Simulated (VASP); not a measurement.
A run of VASP 6.6.1 is set up as follows.

Contents of INCAR:

```
ALGO = Normal ; EDIFF = 1E-6
ENCUT = 520 ; GGA = PE
ISIF = 2 ; ISMEAR = -1
LASPH = T ; LCHARG = F
LREAL = F ; LWAVE = F
NBANDS = 20 ; NELM = 80
PREC = Accurate ; SIGMA = 0.05
```

File KPOINTS:

```
k-points
0
Gamma
  9 6 5
```

The input POSCAR:

```
SnO2
1.0
    2.9824099912      0.0000000000      0.0000000000
    0.0000000000      4.8975815045      0.0000000000
    0.0000000000      0.0000000000      5.8961803679
Sn O
1 2
Direct
    0.5000000000      0.5000000000      0.0000000000
    0.0000000000      0.5000000000      0.7757200000
    0.0000000000      0.5000000000      0.2242800000
```

Potentials or basis: VASP PAW PBE potentials, release 64 (Sn_d, O).

Command:

```console
$ cat potpaw_PBE.64/Sn_d/POTCAR potpaw_PBE.64/O/POTCAR > POTCAR
$ mpirun -np 1 vasp_std > vasp.out
```

**Question.** Estimate the pressure.

**Answer.** 3.4 GPa.

**Question.** Estimate the largest force.

**Answer.** 0.709 eV/Å.

**Question.** Estimate the band gap on the k mesh.

**Answer.** 1.31 eV (least direct gap 1.86 eV).

Forces in eV/Å, atoms in the order of the input:
```
Sn   0.000  0.000  0.000
O    0.000  0.000 -0.709
O    0.000  0.000  0.709
```

Caveat: the cell stands under pressure; spin-orbit coupling is left out, which moves the levels of the heavy elements; an odd mesh through Γ misses points on the zone boundary, where band edges can lie.
